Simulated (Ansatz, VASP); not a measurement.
CdS: VASP beside Ansatz

Contents of POSCAR:

```
CdS
1.0
    0.0000000000      2.9392148426      2.9392148426
    3.0323879531      0.0000000000      2.9392148426
    3.0323879531      2.9392148426      0.0000000000
Cd S
1 1
Direct
    0.0000000000      0.0000000000      0.0000000000
    0.2500000000      0.2500000000      0.2500000000
```

INCAR.step1

```
SYSTEM = CdS
ALGO = Normal ; EDIFF = 1E-4
ENCUT = 520 ; GGA = PE
ISMEAR = 0 ; LASPH = .TRUE.
LCHARG = .FALSE. ; LREAL = .FALSE.
LWAVE = .TRUE. ; NBANDS = 16
NELM = 100 ; PREC = Accurate
SIGMA = 0.01
```

Contents of INCAR.step2:

```
SYSTEM = CdS
ALGO = Normal ; EDIFF = 1E-7
ENCUT = 520 ; ISIF = 2
ISMEAR = 0 ; ISTART = 1
LASPH = .TRUE. ; LCHARG = .FALSE.
LMIXTAU = .TRUE. ; LREAL = .FALSE.
LWAVE = .FALSE. ; METAGGA = R2SCAN
NBANDS = 16 ; NELM = 100
PREC = Accurate ; SIGMA = 0.01
```

Contents of KPOINTS:

```
k-points
0
G
  8 8 8
  0 0 0
```

Input for Ansatz:

```yaml
crystal:
  lattice:
    - [0.0, 2.9392148426, 2.9392148426]
    - [3.0323879531, 0.0, 2.9392148426]
    - [3.0323879531, 2.9392148426, 0.0]
  atoms:
    - { symbol: Cd, position: [0.0, 0.0, 0.0] }
    - { symbol: S, position: [0.25, 0.25, 0.25] }
kpoints:
  mp_grid: { grid: [8, 8, 8] }
  band_path:
    path:
      - [0.0, 0.0, 0.0]
      - [-0.5, -0.5, 0.0]
      - [-0.375, -0.375, 0.25]
      - [-0.375, 0.0, 0.375]
      - [0.0, 0.0, 0.5]
      - [-0.5, -0.25, 0.25]
    npoints: 1
hamiltonian:
  xc: r2scan
scf:
  occupations: { method: fixed }
  n_extra_bands: 4
output:
  forces: true
  stress: true
  eigenvalues: true
```

Change from the starting cell: uniaxial_x strain +3.2%.

Alike in both runs: task single point; functional r2SCAN; k mesh 8 × 8 × 8; no spin polarisation.

|  | VASP | Ansatz |
| --- | --- | --- |
| version | VASP 6.6.1 | Ansatz 0.2.0 |
| potentials or method | VASP PAW PBE potentials, release 64 (Cd, S) | plane waves, PAW |
| plane-wave cutoff (eV) | 520 | 500 |
| occupations | gaussian, width 0.01 eV | fixed |
| valence electrons in the cell | 18 | 26 |

|  | VASP | Ansatz | Ansatz less VASP |
| --- | --- | --- | --- |
| gap on the k mesh at the Fermi level (eV) | 1.43 | 1.44 | +0.005 |
| pressure (GPa) | -1.5 | -1.8 | -0.26 |
| traceless stress, the component that is largest in VASP (GPa) | -0.45 | -0.46 | -0.005 |

VASP's potentials were made for PBE, not for r2SCAN. VASP's potentials hold 18 valence electrons a cell and Ansatz's 26, so a difference there can come from the potentials and not from the codes.
